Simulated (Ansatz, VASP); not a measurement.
**WS2 in VASP and in Ansatz**

```xyz
6
Lattice="3.1699 0.0000 0.0000 -1.5850 2.7453 0.0000 0.0000 0.0000 12.4911" Properties=species:S:1:pos:R:3 pbc="T T T"
W     0.0000    1.8302    3.1228
W     1.5850    0.9151    9.3683
S     1.5850    0.9151    4.6855
S     1.5850    0.9151    1.5600
S     0.0000    1.8302   10.9310
S     0.0000    1.8302    7.8056
```

Alike in both runs: task single point; functional PBE; k mesh 12 × 12 × 2; occupations fermi-dirac, width 0.02 eV; no spin polarisation.

|  | VASP | Ansatz |
| --- | --- | --- |
| version | VASP 6.6.1 | Ansatz 0.2.0 |
| potentials or method | VASP PAW PBE potentials, release 64 (W_sv, S) | plane waves, PAW |
| plane-wave cutoff (eV) | 520 | 420 |
| valence electrons in the cell | 52 | 52 |

VASP gave:

```
gap on the k mesh at the Fermi level (eV)                     : 1.06
pressure (GPa)                                                : 3.2
traceless stress, the component that is largest in VASP (GPa) : 0.92
rms of the force components (eV/Å)                            : 0.093
```

**Question.** What did Ansatz give for the same quantities?

**Answer.** gap on the k mesh at the Fermi level (eV): 1.05; pressure (GPa): 3.3; traceless stress, the component that is largest in VASP (GPa): 0.91; rms of the force components (eV/Å): 0.092.

Atom by atom the forces differ by 0.001 eV/Å (rms over components).

Spin-orbit coupling is off throughout.
